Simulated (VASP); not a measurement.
# Ni: single point with PBE

The system is Ni.

```
Ni
1.0
    -1.75840   -1.75840   -3.51680
     1.75840   -1.75840    0.00000
    -1.75840   -1.75840    0.00000
Ni
2
Cartesian
  0.0000 0.0000 0.0000
  0.0000 -1.7584 -1.7584
```

```
Program                : VASP 6.6.1
Task                   : single point
Functional             : PBE
Potentials or basis    : VASP PAW PBE potentials, release 64 (Ni)
Cutoff                 : 520 eV
k mesh                 : 8 × 11 × 13
Occupations            : fermi-dirac, width 0.1 eV
Spin                   : collinear spin, antiferromagnetic start
Starting moments       : [2.0, -2.0] μB
Dipole correction      : no
Further INCAR settings : ALGO = Normal; EDIFF = 1e-06; NBANDS = 21; ISYM = 0
```

The pressure is -0.3 GPa and the band gap on the k mesh is zero (filled and empty bands overlap). The net moment is 0.00 μB per cell and the valence electrons inside the program's atomic spheres are Ni 9.31.

Stress tensor (GPa, compression positive):
```
-0.25 -0.05 -0.01
-0.05 -0.25 -0.01
-0.01 -0.01 -0.37
```

Levels at points of the mesh, in eV from the Fermi level:
Spin up:
```tsv
k point	band 6	band 7	band 8	band 9	band 10	band 11	band 12	band 13	band 14	band 15
(0.00, 0.00, 0.00)	-1.87	-0.78	-0.78	-0.05	0.15	0.15	2.60	9.52	15.00	15.00
(0.50, 0.00, 0.00)	-1.42	-1.02	-1.02	-1.02	-1.01	-0.42	-0.42	19.48	19.48	19.48
```
Spin down:
```tsv
k point	band 7	band 8	band 9	band 10	band 11	band 12	band 13	band 14
(0.00, 0.00, 0.00)	-0.78	-0.78	-0.05	0.14	0.15	2.60	9.52	15.00
(0.50, 0.00, 0.00)	-1.02	-1.02	-1.02	-1.01	-0.42	-0.42	19.48	19.48
```

Wall time 8.5 min on 1 thread of Intel Xeon 8259CL, with other jobs on the host, peak memory 0.44 GiB.
